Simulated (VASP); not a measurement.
# MgO (C2/m) in VASP: a series of runs

The runs below take MgO through single point, with r2SCAN.

Everything below comes from runs of VASP 6.6.1. Logs are shortened: lines on timing, memory, paths and dates and some standing lists are left out, and cuts for length are marked.

## 1. The cell of the first run

It takes space group C2/m (No. 12, monoclinic). Conventional cell: a = 5.101 Å, b = 2.973 Å, c = 2.973 Å, α = 90.00°, β = 124.49°, γ = 90.00°. Within 2.8 Å of Mg (site symmetry 2/m) lie 6 O at 2.10 Å. O (site symmetry 2/m) has 6 Mg at 2.10 Å within 2.8 Å.

## 2. Single point, r2SCAN (shear of c along a, cell held: +2.0 %)

Contents of POSCAR:

```
MgO
1.0
    2.1022009521      2.1022009521      0.0000000000
   -2.1022009521      2.1022009521      0.0000000000
    0.0594592219      0.0594592219      4.2044019043
Mg O
2 2
Direct
    0.0000000000      0.0000000000      0.0000000000
    0.5000000000      0.5000000000      0.5000000000
    0.5000000000      0.5000000000      0.0000000000
    0.0000000000      0.0000000000      0.5000000000
```

Contents of INCAR.step1:

```
SYSTEM = MgO
ALGO     = Normal         ! electronic algorithm
EDIFF    = 1E-4           ! SCF threshold, eV
ENCUT    = 520            ! plane-wave cutoff, eV
GGA      = PE             ! functional
ISMEAR   = 0              ! smearing method
LASPH    = .True.         ! aspherical terms in the spheres
LCHARG   = .False.        ! write CHGCAR
LREAL    = .False.        ! projectors in reciprocal space
LWAVE    = .True.         ! write WAVECAR
NBANDS   = 16             ! bands
NELM     = 60             ! most SCF steps
PREC     = Accurate       ! precision mode
SIGMA    = 0.02           ! smearing width, eV
```

Contents of INCAR.step2:

```
SYSTEM = MgO
ALGO     = Normal         ! electronic algorithm
EDIFF    = 1E-6           ! SCF threshold, eV
ENCUT    = 520            ! plane-wave cutoff, eV
ISIF     = 2              ! what is computed and relaxed
ISMEAR   = 0              ! smearing method
ISTART   = 1            
LASPH    = .True.         ! aspherical terms in the spheres
LCHARG   = .True.         ! write CHGCAR
LELF     = .True.         ! ELF
LMIXTAU  = .True.       
LREAL    = .False.        ! projectors in reciprocal space
LVHAR    = .True.       
LWAVE    = .False.        ! write WAVECAR
METAGGA  = R2SCAN         ! meta-GGA
NBANDS   = 16             ! bands
NELM     = 60             ! most SCF steps
PREC     = Accurate       ! precision mode
SIGMA    = 0.02           ! smearing width, eV
```

Contents of KPOINTS:

```
k-points
0
Gamma
  8 8 6
  0 0 0
```

Potentials or basis: VASP PAW PBE potentials, release 64 (Mg, O).

The run is started by

```
cat potpaw_PBE.64/Mg/POTCAR potpaw_PBE.64/O/POTCAR > POTCAR
cp INCAR.step1 INCAR
mpirun -np 1 vasp_std > vasp.out
cp INCAR.step2 INCAR
mpirun -np 1 vasp_std > vasp.out
```

OUTCAR:

```text
SYSTEM = MgO
   EDIFF = 1E-6
   ENCUT = 520
   ISIF = 2
   ISMEAR = 0
   ISTART = 1
   LASPH = .True.
   LREAL = .False.
   METAGGA = R2SCAN
   NELM = 60
   PREC = Accurate

 ion  position               nearest neighbor table
   1  0.000  0.000  0.000-   3 2.10   3 2.10   3 2.10   3 2.10   4 2.10   4 2.10   2 2.95   2 2.95
                             2 2.95   2 2.95   2 2.99   2 2.99   2 2.99   2 2.99
   2  0.500  0.500  0.500-   4 2.10   4 2.10   4 2.10   4 2.10   3 2.10   3 2.10   1 2.95   1 2.95
                             1 2.95   1 2.95   1 2.99   1 2.99   1 2.99   1 2.99
   3  0.500  0.500  0.000-   1 2.10   1 2.10   1 2.10   1 2.10   2 2.10   2 2.10
   4  0.000  0.000  0.500-   2 2.10   2 2.10   2 2.10   2 2.10   1 2.10   1 2.10

  LATTYP: Found a simple monoclinic cell.
 ALAT       =     2.9729610973
 B/A-ratio  =     1.0000000000
 C/A-ratio  =     1.4144963768
 COS(beta)  =    -0.0199960012

  Lattice vectors:

 A1 = (   2.1022009521,   2.1022009521,   0.0000000000)
 A2 = (   2.1022009521,  -2.1022009521,   0.0000000000)
 A3 = (  -0.0594592219,  -0.0594592219,  -4.2044019043)

Analysis of symmetry for initial positions (statically):
=====================================================================
 Subroutine PRICEL returns following result:

  LATTYP: Found a base centered monoclinic cell.
 ALAT       =     5.1012334710
 B/A-ratio  =     0.5827925960
 C/A-ratio  =     0.5827925960
 COS(beta)  =    -0.5663087321

  Lattice vectors:

 A1 = (  -2.0724713411,   0.0297296110,   2.1022009522)
 A2 = (   0.0297296110,  -2.0724713411,   2.1022009522)
 A3 = (   2.1022009521,   2.1022009521,  -0.0000000000)

   2 primitive cells build up your supercell.

 Routine SETGRP: Setting up the symmetry group for a
 simple monoclinic supercell.

 Subroutine GETGRP returns: Found  4 space group operations
 (whereof  4 operations were pure point group operations)
 out of a pool of  4 trial point group operations.

The static configuration has the point symmetry C_2h.

Analysis of symmetry for dynamics (positions and initial velocities):
=====================================================================
 Subroutine PRICEL returns following result:

  LATTYP: Found a base centered monoclinic cell.
 ALAT       =     5.1012334710
 B/A-ratio  =     0.5827925960
 C/A-ratio  =     0.5827925960
 COS(beta)  =    -0.5663087321

  Lattice vectors:

 A1 = (  -2.0724713411,   0.0297296110,   2.1022009522)
 A2 = (   0.0297296110,  -2.0724713411,   2.1022009522)
 A3 = (   2.1022009521,   2.1022009521,  -0.0000000000)

   2 primitive cells build up your supercell.

 Routine SETGRP: Setting up the symmetry group for a
 simple monoclinic supercell.

 Subroutine GETGRP returns: Found  4 space group operations
 (whereof  4 operations were pure point group operations)
 out of a pool of  4 trial point group operations.

The dynamic configuration has the point symmetry C_2h.

 Subroutine INISYM returns: Found  4 space group operations
 (whereof  4 operations are pure point group operations),
 and found     2 'primitive' translations

----------------------------------------------------------------------------------------

                                     Primitive cell

  volume of cell :      18.5803

  direct lattice vectors                    reciprocal lattice vectors
    -2.072471341  0.029729611  2.102200952    -0.237845958  0.237845958  0.237845958
     0.029729611 -2.072471341  2.102200952     0.237845958 -0.237845958  0.237845958
     2.102200952  2.102200952 -0.000000000     0.237845958  0.237845958  0.231118659

  length of vectors
     2.952163639  2.952163639  2.972961097     0.411961284  0.411961284  0.408114242

  position of ions in fractional coordinates (direct lattice)
     0.000000000  0.000000000  0.000000000
     0.500000000  0.500000000  0.500000000

  ion indices of the primitive-cell ions
   primitive index   ion index
                 1           1
                 2           4

----------------------------------------------------------------------------------------

[... 47 lines left out ...]
  energy-cutoff  :      520.00
  volume of cell :       37.16
 maximum number of plane-waves:      1015
 NGX is ok and might be reduce to    24
   NGX = 11   NGY = 11   NGZ = 15

 number of electron      15.9999991 magnetization

 Free energy of the ion-electron system (eV)
  ---------------------------------------------------
  ext. energy  EPLUGINS =         0.00000000
  ---------------------------------------------------
  free energy    TOTEN  =       -32.31508423 eV

  energy without entropy =      -32.31508423  energy(sigma->0) =      -32.31508423

 E-fermi :   3.0960     XC(G=0): -11.6230

 val. band max:        2.8943842508   @ k =   0.0000   0.0000   0.0000
 cond. band min:       8.4711999732   @ k =   0.0000   0.0000   0.0000
 fundamental gap:      5.5768157225
 Fermi energy:         3.0960046199

 k-point     1 :       0.0000    0.0000    0.0000
  band No.  band energies     occupation
      1     -15.4112      2.00000
      2     -13.8966      2.00000
      3      -1.3055      2.00000
      4       1.4354      2.00000
      5       1.4372      2.00000
      6       2.7410      2.00000
[... 8 lines left out ...]
     15      19.9882      0.00000
     16      23.2697      0.00000

 k-point     2 :       0.1250    0.0000   -0.0000
  band No.  band energies     occupation
      1     -15.3018      2.00000
      2     -13.8840      2.00000
      3      -1.1520      2.00000
      4       0.9931      2.00000
      5       1.4888      2.00000
      6       2.1816      2.00000
[... 8 lines left out ...]
     15      19.9766      0.00000
     16      22.8348      0.00000

 k-point     3 :       0.2500    0.0000   -0.0000
  band No.  band energies     occupation
      1     -15.0030      2.00000
      2     -13.8806      2.00000
      3      -0.7075      2.00000
      4       0.0934      2.00000
      5       0.9638      2.00000
      6       1.6415      2.00000
[... 8 lines left out ...]
     15      20.7613      0.00000
     16      22.3149      0.00000
[... 362 lines left out ...]
 k-point    23 :       0.2500    0.5000    0.0000
  band No.  band energies     occupation
      1     -14.0625      2.00000
      2     -14.0625      2.00000
      3      -0.8573      2.00000
      4      -0.8573      2.00000
      5       1.0954      2.00000
      6       1.0954      2.00000
[... 8 lines left out ...]
     15      21.6443      0.00000
     16      21.6443      0.00000

 k-point    24 :       0.3750    0.5000    0.0000
  band No.  band energies     occupation
      1     -13.9466      2.00000
      2     -13.9466      2.00000
      3      -1.1516      2.00000
      4      -1.1516      2.00000
      5       1.2905      2.00000
      6       1.2905      2.00000
[... 8 lines left out ...]
     15      22.6287      0.00000
     16      22.6287      0.00000

 [... further k-points ...]

------------------------ aborting loop because EDIFF is reached ----------------------------------------

  FORCE on cell =-STRESS in cart. coord.  units (eV):
  Direction    XX          YY          ZZ          XY          YZ          ZX
  --------------------------------------------------------------------------------------
  -------------------------------------------------------------------------------------
  Total       -0.2699285     -0.2699285     -0.2563395     -0.0196452     -0.5176479     -0.5176479
  in kB      -11.6379564    -11.6379564    -11.0520651     -0.8470003    -22.3183623    -22.3183643
  external PRESSURE =     -11.4426593 kB  Pullay stress =       0.0000000 kB

 VOLUME and BASIS-vectors are now :
 -----------------------------------------------------------------------------
  energy-cutoff  :      520.00
  volume of cell :       37.16
      direct lattice vectors                 reciprocal lattice vectors
     2.102200952  2.102200952  0.000000000     0.237845958  0.237845958 -0.006727300
    -2.102200952  2.102200952  0.000000000    -0.237845958  0.237845958  0.000000000
     0.059459222  0.059459222  4.204401904     0.000000000  0.000000000  0.237845958

 POSITION                                       TOTAL-FORCE (eV/Angst)
 -----------------------------------------------------------------------------------
      0.00000      0.00000      0.00000         0.000000      0.000000      0.000000
      0.02973      2.13193      2.10220         0.000000     -0.000000      0.000000
      0.00000      2.10220      0.00000         0.000000     -0.000000     -0.000000
      0.02973      0.02973      2.10220        -0.000000      0.000000      0.000000
 -----------------------------------------------------------------------------------
    total drift:                                0.000000     -0.000000     -0.000000

  FREE ENERGIE OF THE ION-ELECTRON SYSTEM (eV)
  ---------------------------------------------------
  free  energy   TOTEN  =       -32.3150842289 eV

  energy  without entropy=      -32.3150842289  energy(sigma->0) =      -32.31508423
```

Wall time 80 s (1 thread of Intel Xeon 6975P-C (Granite Rapids), shared host); peak memory 0.2 GiB.

Results:

```
Free energy            : -32.3151 eV
Pressure               : -1.1 GPa
Band gap on the k mesh : 5.58 eV
```

Stress tensor (GPa, compression positive):
```
-1.16 -0.08 -2.23
-0.08 -1.16 -2.23
-2.23 -2.23 -1.11
```

Caveat: the cell differs from its parent crystal (shear of c along a, cell held: +2.0 %); the PAW data sets were made with another functional, which shifts forces and pressure a little.

## 3. Single point, r2SCAN (shear of c along a, cell held: +3.0 %)

Changes to POSCAR since step 2:

```diff
@@ -4,3 +4,3 @@
    -2.1022009521      2.1022009521      0.0000000000
-    0.0594592219      0.0594592219      4.2044019043
+    0.0891888329      0.0891888329      4.2044019043
 Mg O
```

Contents of INCAR.step1:

```
PREC = Accurate
ENCUT = 520
ISMEAR = 0
SIGMA = 0.02
LREAL = F
LASPH = T
NELM = 100
NBANDS = 16
GGA = PE
ALGO = Normal
EDIFF = 1E-4
LWAVE = T
LCHARG = F
```

Contents of INCAR.step2:

```
PREC = Accurate
ENCUT = 520
EDIFF = 1E-7
ISMEAR = 0
SIGMA = 0.02
LREAL = F
LASPH = T
NELM = 100
ALGO = Normal
ISIF = 2
LWAVE = F
LCHARG = F
METAGGA = R2SCAN
LMIXTAU = T
NBANDS = 16
ISTART = 1
```

Contents of KPOINTS:

```
Automatic mesh
0
Gamma
  8 8 6
```

Potentials or basis: VASP PAW PBE potentials, release 64 (Mg, O).

The run is started by

```
cat potpaw_PBE.64/Mg/POTCAR potpaw_PBE.64/O/POTCAR > POTCAR
cp INCAR.step1 INCAR
mpirun -np 1 vasp_std > vasp.out
cp INCAR.step2 INCAR
mpirun -np 1 vasp_std > vasp.out
```

Run time: 91 s. Hardware: 1 thread of Intel Xeon 6975P-C (Granite Rapids), shared host; peak memory 0.21 GiB.

The run converged. Its results:

```
Free energy            : -32.3059 eV
Pressure               : -1.1 GPa
Band gap on the k mesh : 5.53 eV
```

Stress tensor (GPa, compression positive):
```
-1.20 -0.19 -3.34
-0.19 -1.20 -3.34
-3.34 -3.34 -1.01
```

Levels at points of the mesh, in eV from the valence-band top:
| k point | band 5 | band 6 | band 7 | band 8 | band 9 | band 10 | band 11 | band 12 |
| --- | --- | --- | --- | --- | --- | --- | --- | --- |
| (0.00, 0.00, 0.00) | -1.49 | -0.23 | -0.11 | 0.00 | 5.53 | 9.92 | 11.00 | 14.21 |
| (0.50, 0.00, 0.00) | -2.12 | -2.12 | -0.79 | -0.79 | 10.37 | 10.37 | 12.75 | 12.75 |
| (0.00, 0.50, 0.00) | -2.13 | -2.13 | -0.79 | -0.79 | 10.37 | 10.37 | 12.74 | 12.74 |
| (0.50, 0.50, 0.00) | -1.63 | -1.63 | -1.37 | -1.37 | 9.86 | 9.86 | 11.07 | 11.07 |
| (0.00, 0.00, 0.50) | -0.87 | -0.87 | -0.87 | -0.87 | 8.94 | 8.94 | 12.02 | 12.02 |
| (0.50, 0.00, 0.50) | -0.93 | -0.84 | -0.74 | -0.65 | 8.57 | 8.87 | 13.51 | 13.99 |
| (0.00, 0.50, 0.50) | -0.87 | -0.87 | -0.72 | -0.72 | 8.71 | 8.71 | 13.74 | 13.74 |
| (0.50, 0.50, 0.50) | -3.10 | -3.10 | -1.89 | -1.89 | 12.52 | 12.52 | 12.60 | 12.60 |

Caveat: the cell differs from its parent crystal (shear of c along a, cell held: +3.0 %); the PAW data sets were made with another functional, which shifts forces and pressure a little.

## 4. Single point, r2SCAN (shear of c along a, cell held: +4.0 %)

Changes to POSCAR since step 3:

```diff
@@ -4,3 +4,3 @@
    -2.1022009521      2.1022009521      0.0000000000
-    0.0891888329      0.0891888329      4.2044019043
+    0.1189184439      0.1189184439      4.2044019043
 Mg O
```

Contents of INCAR.step1:

```
SYSTEM = MgO
  PREC = Accurate
  ENCUT = 520
  ISMEAR = 0
  SIGMA = 0.02
  LREAL = .FALSE.
  LASPH = .TRUE.
  NELM = 60
  NBANDS = 16
  GGA = PE
  ALGO = Normal
  EDIFF = 1E-4
  LWAVE = .TRUE.
  LCHARG = .FALSE.
```

Contents of INCAR.step2:

```
SYSTEM = MgO
  PREC = Accurate
  ENCUT = 520
  EDIFF = 1E-6
  ISMEAR = 0
  SIGMA = 0.02
  LREAL = .FALSE.
  LASPH = .TRUE.
  NELM = 60
  ALGO = Normal
  ISIF = 2
  LWAVE = .FALSE.
  LCHARG = .TRUE.
  METAGGA = R2SCAN
  LMIXTAU = .TRUE.
  LELF = .TRUE.
  LVHAR = .TRUE.
  NBANDS = 16
  ISTART = 1
```

Contents of KPOINTS:

```
regular mesh
0
G
  8 8 6
  0 0 0
```

The run is started by

```
cat potpaw_PBE.64/Mg/POTCAR potpaw_PBE.64/O/POTCAR > POTCAR
cp INCAR.step1 INCAR
mpirun -np 1 vasp_std > vasp.out
cp INCAR.step2 INCAR
mpirun -np 1 vasp_std > vasp.out
```

It took 100 s on 1 thread of Intel Xeon 6975P-C (Granite Rapids), shared host; peak memory 0.2 GiB.

The run converged. Its results:

```
Free energy            : -32.2932 eV
Pressure               : -1.1 GPa
Band gap on the k mesh : 5.48 eV
```

Stress tensor (GPa, compression positive):
```
-1.26 -0.34 -4.45
-0.34 -1.26 -4.45
-4.45 -4.45 -0.89
```

Levels at points of the mesh, in eV from the valence-band top:
```
           k point  band 4  band 5  band 6  band 7  band 8  band 9  band 10  band 11  band 12  band 13
(0.00, 0.00, 0.00)   -1.54   -1.53   -0.31   -0.15    0.00    5.48     9.89    10.96    14.15    16.14
(0.50, 0.00, 0.00)   -3.67   -2.16   -2.16   -0.83   -0.83   10.32    10.32    12.71    12.71    15.15
(0.00, 0.50, 0.00)   -3.66   -2.17   -2.17   -0.83   -0.83   10.32    10.32    12.69    12.69    15.12
(0.50, 0.50, 0.00)   -4.28   -1.71   -1.71   -1.36   -1.36    9.78     9.78    11.07    11.07    14.18
(0.00, 0.00, 0.50)   -2.78   -0.91   -0.91   -0.91   -0.91    8.89     8.89    11.98    11.98    16.58
(0.50, 0.00, 0.50)   -4.69   -1.01   -0.90   -0.76   -0.64    8.48     8.88    13.38    14.03    16.78
(0.00, 0.50, 0.50)   -4.79   -0.93   -0.93   -0.73   -0.73    8.66     8.66    13.70    13.70    17.10
(0.50, 0.50, 0.50)   -3.15   -3.13   -3.13   -1.93   -1.93   12.42    12.42    12.55    12.55    13.42
```

Caveat: the cell differs from its parent crystal (shear of c along a, cell held: +4.0 %); the PAW data sets were made with another functional, which shifts forces and pressure a little.

## 5. Single point, r2SCAN

POSCAR is that of step 4.

Contents of INCAR.step1:

```
ALGO     = Normal         # electronic algorithm
EDIFF    = 1E-4           # SCF threshold, eV
ENCUT    = 520            # plane-wave cutoff, eV
GGA      = PE             # functional
ISMEAR   = 0              # smearing method
LASPH    = T              # aspherical terms in the spheres
LCHARG   = F              # write CHGCAR
LREAL    = F              # projectors in reciprocal space
LWAVE    = T              # write WAVECAR
NBANDS   = 16             # bands
NELM     = 60             # most SCF steps
PREC     = Accurate       # precision mode
SIGMA    = 0.02           # smearing width, eV
```

Contents of INCAR.step2:

```
ALGO     = Normal         # electronic algorithm
EDIFF    = 1E-6           # SCF threshold, eV
ENCUT    = 520            # plane-wave cutoff, eV
ISIF     = 2              # what is computed and relaxed
ISMEAR   = 0              # smearing method
ISTART   = 1            
LASPH    = T              # aspherical terms in the spheres
LCHARG   = F              # write CHGCAR
LMIXTAU  = T            
LREAL    = F              # projectors in reciprocal space
LWAVE    = F              # write WAVECAR
METAGGA  = R2SCAN         # meta-GGA
NBANDS   = 16             # bands
NELM     = 60             # most SCF steps
PREC     = Accurate       # precision mode
SIGMA    = 0.02           # smearing width, eV
```

Contents of KPOINTS:

```
k-points
0
Gamma
  8 8 6
```

The run is started by

```
cat potpaw_PBE.64/Mg/POTCAR potpaw_PBE.64/O/POTCAR > POTCAR
cp INCAR.step1 INCAR
mpirun -np 1 vasp_std > vasp.out
cp INCAR.step2 INCAR
mpirun -np 1 vasp_std > vasp.out
```

It took 84 s on 1 thread of Intel Xeon 6975P-C (Granite Rapids), shared host; peak memory 0.2 GiB.

It converged, with:

```yaml
Free_energy: -32.2932 eV
Pressure: -1.1 GPa
Band_gap_on_the_k_mesh: 5.48 eV
```

Stress tensor (GPa, compression positive):
```
-1.26 -0.34 -4.45
-0.34 -1.26 -4.45
-4.45 -4.45 -0.89
```

Levels at points of the mesh, in eV from the valence-band top:
```tsv
k point	band 6	band 7	band 8	band 9	band 10	band 11
(0.00, 0.00, 0.00)	-0.31	-0.15	0.00	5.48	9.89	10.96
(0.50, 0.00, 0.00)	-2.16	-0.83	-0.83	10.32	10.32	12.71
(0.00, 0.50, 0.00)	-2.17	-0.83	-0.83	10.32	10.32	12.69
(0.50, 0.50, 0.00)	-1.71	-1.36	-1.36	9.78	9.78	11.07
(0.00, 0.00, 0.50)	-0.91	-0.91	-0.91	8.89	8.89	11.98
(0.50, 0.00, 0.50)	-0.90	-0.76	-0.64	8.48	8.88	13.38
(0.00, 0.50, 0.50)	-0.93	-0.73	-0.73	8.66	8.66	13.70
(0.50, 0.50, 0.50)	-3.13	-1.93	-1.93	12.42	12.42	12.55
```

Caveat: the PAW data sets were made with another functional, which shifts forces and pressure a little.

## 6. The runs side by side

| cell | gap on the mesh (eV) | pressure (GPa) |
| --- | --- | --- |
| a = 2.973, b = 2.973, c = 4.205 Å, angles 90.0, 88.9, 90.0°, 4 atoms | 5.58 | -1.1 |
| a = 2.973, b = 2.973, c = 4.206 Å, angles 90.0, 88.3, 90.0°, 4 atoms | 5.53 | -1.1 |
| a = 2.973, b = 2.973, c = 4.208 Å, angles 90.0, 87.7, 90.0°, 4 atoms | 5.48 | -1.1 |

Alike in all rows: task single point; level r2SCAN; potentials or basis VASP PAW PBE potentials, release 64 (Mg, O); no spin polarisation; k mesh 8 × 8 × 6; cutoff (eV) 520; smearing gaussian 0.02 eV.

Caveats: the PAW data sets were made with another functional, which shifts forces and pressure a little.

Total energies depend on the potentials used, so only differences within one code and one set of settings carry meaning.
